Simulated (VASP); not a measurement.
Co:

```
CELL_PARAMETERS angstrom
0.00000 2.39513 2.39513
2.39513 0.00000 2.39513
2.39513 2.39513 0.00000
ATOMIC_POSITIONS crystal
Co 0.12500 0.12500 0.12500
Co 0.87500 0.87500 0.87500
```

This cell differs from its parent crystal: volume scaled by 0.92.

Base run:

```yaml
Program: VASP 6.6.1
Functional: PBE
Potentials_or_basis: VASP PAW PBE potentials, release 64 (Co_sv)
Cutoff: 600 eV
k_mesh: 12 × 12 × 12
Occupations: fermi-dirac, width 0.1 eV
Spin: no spin polarisation
```

Its results: band gap on the k mesh zero (band 17 reaches 9.21 eV, above the bottom of band 18 at 8.37 eV); pressure 10.3 GPa.

The run is repeated on the same cell with these changes: potentials or basis from VASP PAW PBE potentials, release 64 (Co_sv) to VASP PAW PBE potentials, release 64 (Co); cutoff from 600 eV to 520 eV; further incar settings from ALGO = Normal; EDIFF = 1e-06; NBANDS = 24 to ALGO = Normal; EDIFF = 1e-06; NBANDS = 16; valence electrons from 34 to 18. What comes out?

Band gap on the k mesh zero (band 9 reaches 7.81 eV, above the bottom of band 10 at 6.99 eV); pressure 11.4 GPa.

Caveats: the run has no spin polarisation, though such a crystal can be magnetic.
